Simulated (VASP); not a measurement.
# H3C5 in VASP: notebook, part 2 of 2

VASP 6.6.1. The steps go on from the part before.

## (4) Single point, PBE+D3(BJ)

Contents of INCAR:

```
PREC     = Accurate       # precision mode
ENCUT    = 520            # plane-wave cutoff, eV
EDIFF    = 1E-6           # SCF threshold, eV
ISMEAR   = -1             # smearing method
SIGMA    = 0.05           # smearing width, eV
LREAL    = Auto         
LASPH    = T              # aspherical terms in the spheres
NELM     = 80             # most SCF steps
ALGO     = Normal         # electronic algorithm
ISIF     = 2              # what is computed and relaxed
LWAVE    = F              # write WAVECAR
LCHARG   = F              # write CHGCAR
GGA      = PE             # functional
IVDW     = 12             # dispersion correction
NBANDS   = 68             # bands
```

Contents of KPOINTS:

```
regular mesh
0
Gamma
  2 2 1
```

Contents of POSCAR:

```
H3C5
1.0
    5.0487420000      0.0000000000      0.0000000000
    0.0000000000      5.0487420000      0.0000000000
    0.0000000000      0.0000000000     18.1355610000
H C
12 20
Direct
    0.4277897346      0.0000000000      0.0551402849
    0.0722160095      0.0000000000      0.0551402849
    0.9277954786      0.0000000000      0.0551402849
    0.5722217535      0.0000000000      0.0551402849
    0.4277897346      0.5000057440      0.0551402849
    0.0722160095      0.5000057440      0.0551402849
    0.9277954786      0.5000057440      0.0551402849
    0.5722217535      0.5000057440      0.0551402849
    0.7683102048     -0.0998070410      0.3319004028
    0.2758905090      0.5179904222      0.3344699400
    0.9631904344      0.3427190377      0.3518391298
    0.6484189527      0.4380497161      0.3310402143
    0.2500028720      0.0000000000      0.0901378237
    0.7500086160      0.0000000000      0.0901378237
    0.2500028720      0.5000057440      0.0901378237
    0.7500086160      0.5000057440      0.0901378237
    0.2500028720      0.2500028720      0.1393505279
    0.7500086160      0.2500028720      0.1393505279
    0.2500028720      0.7500086160      0.1393505279
    0.7500086160      0.7500086160      0.1393505279
   -0.0056647775      0.2512903214      0.1860102370
    0.5002632339      0.2499038374      0.1843229443
   -0.0059222674      0.7488202012      0.1929634269
    0.4963018510      0.7528410047      0.1942426815
    0.0106957337      0.0124189353      0.2388236019
    0.5061458874      0.0047338525      0.2435987505
   -0.0054667083      0.4726127816      0.2407645399
    0.4699784620      0.4856655381      0.2292016222
    0.2643628849      0.0780788561      0.2826711564
    0.7632990555      0.0478931187      0.2866963972
    0.2673537289      0.4144596812      0.2833328398
    0.8127173066      0.3472350142      0.3092377457
```

Potentials or basis: VASP PAW PBE potentials, release 64 (H, C).

Run with:

```sh
$ cat potpaw_PBE.64/H/POTCAR potpaw_PBE.64/C/POTCAR > POTCAR
$ mpirun -np 1 vasp_std > vasp.out
```

OUTCAR:

```text
PREC = Accurate
   ENCUT = 520
   EDIFF = 1E-6
   ISMEAR = -1
   LREAL = Auto
   LASPH = T
   NELM = 80
   ISIF = 2
   GGA = PE
   IVDW = 12
 IVDW          = 12

 ion  position               nearest neighbor table
   1  0.428  0.000  0.055-   4 0.73  13 1.10
   2  0.072  0.000  0.055-   3 0.73  13 1.10
   3  0.928  0.000  0.055-   2 0.73  14 1.10
   4  0.572  0.000  0.055-   1 0.73  14 1.10
   5  0.428  0.500  0.055-   8 0.73  15 1.10
   6  0.072  0.500  0.055-   7 0.73  15 1.10
   7  0.928  0.500  0.055-   6 0.73  16 1.10
   8  0.572  0.500  0.055-   5 0.73  16 1.10
   9  0.768  0.900  0.332-  30 1.11
  10  0.276  0.518  0.334-  31 1.07
  11  0.963  0.343  0.352-  32 1.08
  12  0.648  0.438  0.331-  32 1.03
  13  0.250  0.000  0.090-   2 1.10   1 1.10  19 1.55  17 1.55
  14  0.750  0.000  0.090-   4 1.10   3 1.10  20 1.55  18 1.55
  15  0.250  0.500  0.090-   6 1.10   5 1.10  17 1.55  19 1.55
  16  0.750  0.500  0.090-   8 1.10   7 1.10  18 1.55  20 1.55
  17  0.250  0.250  0.139-  22 1.50  21 1.54  15 1.55  13 1.55
  18  0.750  0.250  0.139-  21 1.50  22 1.50  16 1.55  14 1.55
  19  0.250  0.750  0.139-  13 1.55  15 1.55  24 1.59  23 1.62
  20  0.750  0.750  0.139-  14 1.55  16 1.55  23 1.57  24 1.62
  21  0.994  0.251  0.186-  27 1.49  18 1.50  25 1.54  17 1.54
  22  0.500  0.250  0.184-  28 1.45  18 1.50  17 1.50  26 1.64
  23  0.994  0.749  0.193-  20 1.57  25 1.57  19 1.62  27 1.64
  24  0.496  0.753  0.194-  28 1.50  26 1.56  19 1.59  20 1.62
  25  0.011  0.012  0.239-  30 1.53  21 1.54  29 1.54  23 1.57
  26  0.506  0.005  0.244-  29 1.46  30 1.53  24 1.56  22 1.64
  27  0.995  0.473  0.241-  21 1.49  31 1.61  23 1.64  32 1.67
  28  0.470  0.486  0.229-  22 1.45  31 1.46  24 1.50
  29  0.264  0.078  0.283-  26 1.46  25 1.54  31 1.70
  30  0.763  0.048  0.287-   9 1.11  26 1.53  25 1.53  32 1.59
  31  0.267  0.414  0.283-  10 1.07  28 1.46  27 1.61  29 1.70
  32  0.813  0.347  0.309-  12 1.03  11 1.08  30 1.59  27 1.67

  LATTYP: Found a simple tetragonal cell.
 ALAT       =     5.0487420000
 C/A-ratio  =     3.5920950209

  Lattice vectors:

 A1 = (   5.0487420000,   0.0000000000,   0.0000000000)
 A2 = (   0.0000000000,   5.0487420000,   0.0000000000)
 A3 = (   0.0000000000,   0.0000000000,  18.1355610000)

Analysis of symmetry for initial positions (statically):
=====================================================================
 Subroutine PRICEL returns:
 Original cell was already a primitive cell.

 Routine SETGRP: Setting up the symmetry group for a
 simple tetragonal supercell.

 Subroutine GETGRP returns: Found  1 space group operations
 (whereof  1 operations were pure point group operations)
 out of a pool of 16 trial point group operations.

The static configuration has the point symmetry C_1 .

Analysis of symmetry for dynamics (positions and initial velocities):
=====================================================================
 Subroutine PRICEL returns:
 Original cell was already a primitive cell.

 Routine SETGRP: Setting up the symmetry group for a
 simple tetragonal supercell.

 Subroutine GETGRP returns: Found  1 space group operations
 (whereof  1 operations were pure point group operations)
 out of a pool of 16 trial point group operations.

The dynamic configuration has the point symmetry C_1 .

 Subroutine INISYM returns: Found  1 space group operations
 (whereof  1 operations are pure point group operations),
 and found     1 'primitive' translations

[... 112 lines left out ...]
  0.500000  0.000000  0.000000      1.000000
  0.000000  0.500000  0.000000      1.000000
  0.500000  0.500000  0.000000      1.000000
   k-points           NKPTS =      4   k-points in BZ     NKDIM =      4   number of bands    NBANDS=     68
   number of dos      NEDOS =    301   number of ions     NIONS =     32
   total plane-waves  NPLWV = 224000
   dimension x,y,z NGX =    40 NGY =   40 NGZ =  140
   dimension x,y,z NGXF=    80 NGYF=   80 NGZF=  280
   ions per type =              12  20
   NGX,Y,Z   is equivalent  to a cutoff of  13.17, 13.17, 12.83 a.u.
   NGXF,Y,Z  is equivalent  to a cutoff of  26.34, 26.34, 25.67 a.u.
 SYSTEM =  unknown system
   PREC   = accura    normal or accurate (medium, high low for compatibility)
   ISTART =      0    job   : 0-new  1-cont  2-samecut
   ICHARG =      2    charge: 1-file 2-atom 10-const
   ISPIN  =      1    spin polarized calculation?
   LNONCOLLINEAR =      F non collinear calculations
   LSORBIT =      F    spin-orbit coupling
   LASPH  =      T    aspherical Exc in radial PAW
   ENCUT  =  520.0 eV  38.22 Ry    6.18 a.u.   9.39  9.39 33.72*2*pi/ulx,y,z
   NELM   =     80;   NELMIN=  2; NELMDL= -5     # of ELM steps
   EDIFF  = 0.1E-05   stopping-criterion for ELM
   LREAL  =      T    real-space projection
   EDIFFG = 0.1E-04   stopping-criterion for IOM
   NSW    =      0    number of steps for IOM
   IBRION =     -1    ionic relax: 0-MD 1-quasi-New 2-CG
   NFREE  =      0    steps in history (QN), initial steepest desc. (CG)
   ISIF   =      2    stress and relaxation
   ISYM   =      2    0-nonsym 1-usesym 2-fastsym
   POTIM  = 0.5000    time-step for ionic-motion
   TEBEG  =    0.0;   TEEND  =   0.0 temperature during run
   PSTRESS=    0.0 pullay stress
   NELECT =      92.0000    total number of electrons
   NUPDOWN=      -1.0000    fix difference up-down
   EMIN   =  10.00;   EMAX   =-10.00  energy-range for DOS
   EFERMI =   0.00;   METHOD = LEGACY
   ISMEAR =    -1;   SIGMA  =   0.05  broadening in eV -4-tet -1-fermi 0-gaus
   EFERMI_NEDOS =   21; number of points for ismear=-14 and -15
   IALGO  =     38    algorithm
   IMIX   =      4    mixing-type and parameters
     AMIX     =   0.40;   BMIX     =  1.00
     AMIX_MAG =   1.60;   BMIX_MAG =  1.00
  volume/ion in A,a.u.               =      14.45        97.49
  Fermi-wavevector in a.u.,A,eV,Ry     =   0.955810  1.806219 12.429917  0.913573
  Thomas-Fermi vector in A             =   2.084682
   LORBIT       =      0    0 simple, 1 ext, 2 COOP (PROOUT), +10 PAW based schemes
   GGA     = PE    functional components
   LHFCALC =     F    Hartree Fock is set to
   AEXX    =    0.0000 exact exchange contribution
   IVDW    =    12    specifies the selected vdW correction
   LEPSILON=     F    determine dielectric tensor
   LRPA    =     F    only Hartree local field effects (RPA)
 non-spin polarized calculation
  energy-cutoff  :      520.00
  volume of cell :      462.27
 maximum number of plane-waves:     12468
 NGX is ok and might be reduce to    40
   NGX = 19   NGY = 19   NGZ = 67

 number of electron      92.0000007 magnetization

 Free energy of the ion-electron system (eV)
  ---------------------------------------------------
  ext. energy  EPLUGINS =         0.00000000
  ---------------------------------------------------
  free energy    TOTEN  =      -204.61022972 eV

  energy without entropy =     -204.55994985  energy(sigma->0) =     -204.58508978

 E-fermi :   0.6355     XC(G=0):  -4.8945

 val. band max:        0.5728833960   @ k =   0.5000   0.0000   0.0000
 cond. band min:       0.6518195225   @ k =   0.5000   0.0000   0.0000
 fundamental gap:      0.0789361266
 Fermi energy:         0.6354888585

 k-point     1 :       0.0000    0.0000    0.0000
  band No.  band energies     occupation
      1     -20.6156      2.00000
      2     -18.3480      2.00000
      3     -16.5925      2.00000
      4     -16.3199      2.00000
      5     -16.1353      2.00000
      6     -16.0867      2.00000
[... 233 lines left out ...]
     57       6.2196      0.00000
     58       6.3293      0.00000
 [bands above 58 left out]

------------------------ aborting loop because EDIFF is reached ----------------------------------------

 Edisp (eV)   -3.35127

 E8    (eV) :    -0.9513

  FORCE on cell =-STRESS in cart. coord.  units (eV):
  Direction    XX          YY          ZZ          XY          YZ          ZX
  --------------------------------------------------------------------------------------
  -------------------------------------------------------------------------------------
  Total      74.30462    -9.86870    -2.50445    -5.83889     4.71993    -0.65878
  in kB     257.53071   -34.20372    -8.68013   -20.23689    16.35869    -2.28324
  external pressure =       71.55 kB  Pullay stress =        0.00 kB

 VOLUME and BASIS-vectors are now :
 -----------------------------------------------------------------------------
  energy-cutoff  :      520.00
  volume of cell :      462.27
      direct lattice vectors                 reciprocal lattice vectors
     5.048742000  0.000000000  0.000000000     0.198069143  0.000000000  0.000000000
     0.000000000  5.048742000  0.000000000     0.000000000  0.198069143  0.000000000
     0.000000000  0.000000000 18.135561000     0.000000000  0.000000000  0.055140285

 POSITION                                       TOTAL-FORCE (eV/Angst)
 -----------------------------------------------------------------------------------
      2.15980      0.00000      1.00000        -8.839211     -0.039019      0.050265
      0.36460      0.00000      1.00000         8.721983     -0.059261     -0.048903
      4.68420      0.00000      1.00000        -8.766531     -0.057561     -0.051178
      2.88900      0.00000      1.00000         8.920564     -0.035393      0.022101
      2.15980      2.52440      1.00000        -8.768753      0.022972     -0.048868
      0.36460      2.52440      1.00000         8.682037      0.037505      0.007351
[... 24 lines left out ...]
      1.34980      2.09250      5.13840        -0.230333     -1.128699     -1.954732
      4.10320      1.75310      5.60820         1.511094     -1.437545     -0.622928
 -----------------------------------------------------------------------------------
    total drift:                                0.028730     -0.003299      0.043060

  FREE ENERGIE OF THE ION-ELECTRON SYSTEM (eV)
  ---------------------------------------------------
  free  energy   TOTEN  =      -207.9615033099 eV

  energy  without entropy=     -207.9112234441  energy(sigma->0) =     -207.93636338
```

Run time: 8.1 min. Hardware: 1 thread of Intel Xeon 8259CL, shared host; peak memory 0.53 GiB.

Results:

```
Free energy                : -207.9615 eV
Largest force              : 8.921 eV/Å
Band gap on the k mesh     : 0.08 eV
Dispersion energy per atom : -0.105 eV
```

Forces on the atoms (eV/Å):
```
H   -8.839 -0.039  0.050
H    8.722 -0.059 -0.049
H   -8.767 -0.058 -0.051
H    8.921 -0.035  0.022
H   -8.769  0.023 -0.049
H    8.682  0.038  0.007
H   -8.781  0.084 -0.059
H    8.804  0.031 -0.054
H    0.057  0.643  0.186
H   -0.173  0.492  1.012
H   -0.217 -0.137  0.724
H   -1.518  1.224  0.961
C   -0.190 -0.171  1.332
C    0.016 -0.142  1.245
C    0.336  0.217  1.528
C    0.017  0.199  1.383
C   -1.181 -0.539 -3.081
C   -0.175 -0.063 -3.181
C   -1.014  0.086 -0.019
C   -0.283  0.219  0.444
C    0.894 -0.677  0.537
C    1.242 -0.125  1.189
C    0.834 -0.349  0.314
C    0.516 -1.417 -0.941
C   -0.084 -1.339 -0.184
C   -0.174  0.911 -1.735
C    0.324  0.933  0.648
C    0.048  1.019  0.254
C   -1.116  1.039 -0.076
C    0.589  0.557  0.222
C   -0.230 -1.129 -1.955
C    1.511 -1.438 -0.623
```

Levels at points of the mesh, in eV from the valence-band top:
| k point | band 44 | band 45 | band 46 | band 47 | band 48 | band 49 |
| --- | --- | --- | --- | --- | --- | --- |
| (0.00, 0.00, 0.00) | -0.95 | -0.76 | -0.11 | 1.35 | 1.71 | 2.92 |
| (0.50, 0.00, 0.00) | -2.55 | -2.30 | 0.00 | 0.08 | 2.96 | 3.00 |
| (0.00, 0.50, 0.00) | -0.93 | -0.44 | -0.07 | 1.31 | 2.71 | 2.72 |
| (0.50, 0.50, 0.00) | -3.02 | -2.77 | -0.04 | 0.28 | 3.78 | 3.81 |

Caveat: the k points lie up to 0.62 Å⁻¹ apart.

## (5) Single point, PBE+D3(BJ)

Contents of INCAR:

```
SYSTEM = H3C5
  ALGO = Normal
  EDIFF = 1E-7
  ENCUT = 520
  GGA = PE
  ISIF = 2
  ISMEAR = -1
  IVDW = 12
  LASPH = .TRUE.
  LCHARG = .TRUE.
  LELF = .TRUE.
  LREAL = Auto
  LVHAR = .TRUE.
  LWAVE = .FALSE.
  NBANDS = 68
  NELM = 100
  PREC = Accurate
  SIGMA = 0.05
```

Contents of KPOINTS:

```
k-points
0
G
  2 2 1
  0 0 0
```

Contents of POSCAR:

```
H3C5
1.0
    5.0487420000      0.0000000000      0.0000000000
    0.0000000000      5.0487420000      0.0000000000
    0.0000000000      0.0000000000     18.1355610000
H C
12 20
Direct
    0.4277897346      0.0000000000      0.0551402849
    0.0722160095      0.0000000000      0.0551402849
    0.9277954786      0.0000000000      0.0551402849
    0.5722217535      0.0000000000      0.0551402849
    0.4277897346      0.5000057440      0.0551402849
    0.0722160095      0.5000057440      0.0551402849
    0.9277954786      0.5000057440      0.0551402849
    0.5722217535      0.5000057440      0.0551402849
    0.7662304788     -0.0712454707      0.3369071406
    0.2854374416      0.5202880242      0.3340784440
    0.9682610044      0.3635559116      0.3560904457
    0.6510730792      0.4821399073      0.3270204875
    0.2500028720      0.0000000000      0.0901378237
    0.7500086160      0.0000000000      0.0901378237
    0.2500028720      0.5000057440      0.0901378237
    0.7500086160      0.5000057440      0.0901378237
    0.2500028720      0.2500028720      0.1393505279
    0.7500086160      0.2500028720      0.1393505279
    0.2500028720      0.7500086160      0.1393505279
    0.7500086160      0.7500086160      0.1393505279
    0.0038821552      0.2391684899      0.1872839776
    0.5208228109      0.2678489018      0.1852493011
    0.0129933358      0.7397684413      0.1954226836
    0.5098299735      0.7516723968      0.1916124900
    0.0163803181      0.0094478981      0.2409851010
    0.5100676565      0.0122802869      0.2375608893
    0.0087744630      0.4677600876      0.2409961291
    0.4807336164      0.4928356410      0.2297530250
    0.2735731000      0.0912702610      0.2776147923
    0.7686073085      0.0729092515      0.2867570515
    0.2709387804      0.4100823532      0.2791476922
    0.8241855100      0.3676163290      0.3087966234
```

Run with:

```sh
$ cat potpaw_PBE.64/H/POTCAR potpaw_PBE.64/C/POTCAR > POTCAR
$ mpirun -np 1 vasp_std > vasp.out
```

Run time: 10 min. Hardware: 1 thread of Intel Xeon 8259CL, shared host; peak memory 0.53 GiB.

Results (log left out):

```yaml
Free_energy: -207.8649 eV
Largest_force: 8.870 eV/Å
Band_gap_on_the_k_mesh: 0.18 eV
Dispersion_energy_per_atom: -0.104 eV
```

Forces on the atoms (eV/Å):
```
H   -8.836 -0.109  0.011
H    8.694  0.006 -0.029
H   -8.783  0.002 -0.032
H    8.870 -0.086  0.008
H   -8.764 -0.003 -0.049
H    8.573  0.071 -0.058
H   -8.749  0.117 -0.155
H    8.771 -0.016 -0.041
H   -0.130  1.315 -1.029
H   -0.386 -0.646 -0.669
H   -0.805 -0.043 -0.229
H    0.708 -0.260  0.198
C    0.005 -0.027  1.585
C   -0.054 -0.125  1.442
C   -0.017  0.069  1.679
C    0.476  0.228  1.295
C    0.233 -0.221 -3.012
C    2.401  0.212 -3.630
C    0.017 -0.220 -0.121
C    1.145 -0.213  0.236
C   -0.222  1.206 -0.897
C   -2.055 -2.664 -0.070
C   -1.508  0.734 -0.429
C   -0.650 -0.121 -0.047
C    0.432 -1.088 -0.550
C    1.106  1.519  0.957
C   -0.585  1.484  0.074
C    0.423  1.194 -0.575
C   -0.904 -0.179  0.709
C   -0.011 -2.277  1.520
C    0.696  0.425  1.385
C   -0.092 -0.283  0.521
```

Levels at points of the mesh, in eV from the valence-band top:
```csv
k point,band 44,band 45,band 46,band 47,band 48,band 49
"(0.00, 0.00, 0.00)",-1.08,-0.91,-0.07,1.16,1.59,2.70
"(0.50, 0.00, 0.00)",-2.61,-2.48,0.00,0.18,2.83,2.88
"(0.00, 0.50, 0.00)",-1.04,-0.57,-0.08,1.14,2.59,2.59
"(0.50, 0.50, 0.00)",-3.16,-2.83,-0.06,0.31,3.66,3.68
```

Caveat: the k points lie up to 0.62 Å⁻¹ apart.

## (6) Summary

```csv
cell,gap on the mesh (eV),largest force (eV/Å)
"as given, atomic positions A",0.15,8.91
"as given, atomic positions B",0.19,8.93
"as given, atomic positions C",0.08,8.92
"as given, atomic positions D",0.18,8.87
```

Alike in all rows: task single point; level PBE+D3(BJ); potentials or basis VASP PAW PBE potentials, release 64 (H, C); no spin polarisation; k mesh 2 × 2 × 1; cutoff (eV) 520; smearing fermi-dirac 0.05 eV.

Caveats: all runs use coarse meshes.

Total energies depend on the potentials used, so only differences within one code and one set of settings carry meaning.
